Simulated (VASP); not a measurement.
The system is Cu3N.

```
Cu N
1.0
     3.80700    0.00000    0.00000
     0.00000    3.80700    0.00000
     0.00000    0.00000    3.80700
Cu N
3 1
Cartesian
  1.9035 0.0000 0.0000
  0.0000 1.9035 0.0000
  0.0000 0.0000 1.9035
  0.0000 0.0000 0.0000
```

Base run:

```yaml
Program: VASP 6.6.1
Functional: RPBE
Potentials_or_basis: VASP PAW PBE potentials, release 64 (Cu, N)
Cutoff: 600 eV
k_mesh: 6 × 6 × 6
Occupations: gaussian, width 0.01 eV
Spin: no spin polarisation
```

Its results: band gap on the k mesh 0.19 eV (least direct gap 0.74 eV); pressure 6.5 GPa.

Task: The run is repeated on the same cell with these changes: functional from RPBE to BLYP. What comes out?

Result: Band gap on the k mesh 0.39 eV (least direct gap 0.93 eV); pressure 8.7 GPa.

Caveats: the cell stands under pressure; the PAW data sets were made with another functional, which shifts forces and pressure a little.

A k mesh can miss the band edges.
